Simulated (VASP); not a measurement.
Set up this calculation in VASP 6.6.1, as the native input.

* Task: single point
* Functional: PBE
* Potentials or basis: VASP PAW PBE potentials, release 64 (Pb_d, S)
* Cutoff: 520 eV
* k mesh: 8 × 8 × 6
* Occupations: gaussian, width 0.02 eV
* Spin: no spin polarisation
* Dipole correction: no
* Further INCAR settings: ALGO = Normal; EDIFF = 1e-07; NBANDS = 28

The structure of PbS lies in POSCAR:

```
PbS
1.0
    2.0963776367     -6.1202556511      0.0000000000
    2.0963776367      6.1202556511      0.0000000000
    0.0000000000      0.0000000000      4.2953260725
Pb S
2 2
Direct
    0.8667057376      0.1332942624      0.7500000000
    0.1332942624      0.8667057376      0.2500000000
    0.6454567147      0.3545432853      0.7500000000
    0.3545432853      0.6454567147      0.2500000000
```

The input as run:

INCAR

```
SYSTEM = PbS
ALGO     = Normal         ! electronic algorithm
EDIFF    = 1E-7           ! SCF threshold, eV
ENCUT    = 520            ! plane-wave cutoff, eV
GGA      = PE             ! functional
ISIF     = 2              ! what is computed and relaxed
ISMEAR   = 0              ! smearing method
LASPH    = .TRUE.         ! aspherical terms in the spheres
LCHARG   = .FALSE.        ! write CHGCAR
LREAL    = .FALSE.        ! projectors in reciprocal space
LWAVE    = .FALSE.        ! write WAVECAR
NBANDS   = 28             ! bands
NELM     = 60             ! most SCF steps
PREC     = Accurate       ! precision mode
SIGMA    = 0.02           ! smearing width, eV
```

KPOINTS

```
k-points
0
G
  8 8 6
  0 0 0
```

Potentials or basis: VASP PAW PBE potentials, release 64 (Pb_d, S).

Command:

```console
$ cat potpaw_PBE.64/Pb_d/POTCAR potpaw_PBE.64/S/POTCAR > POTCAR
$ mpirun -np 1 vasp_std > vasp.out
```

It gave:

```yaml
Pressure: -0.1 GPa
Largest_force: 0.007 eV/Å
Band_gap_on_the_k_mesh: 1.29 eV (least direct gap 1.50 eV)
```

Caveat: spin-orbit coupling is left out, which moves the levels of the heavy elements.

Run time: 3.9 min on 1 thread of Intel(R) Xeon(R) Platinum 8259CL CPU @ 2.50GHz (Skylake/Cascade Lake) (shared host), peak memory 0.39 GiB.
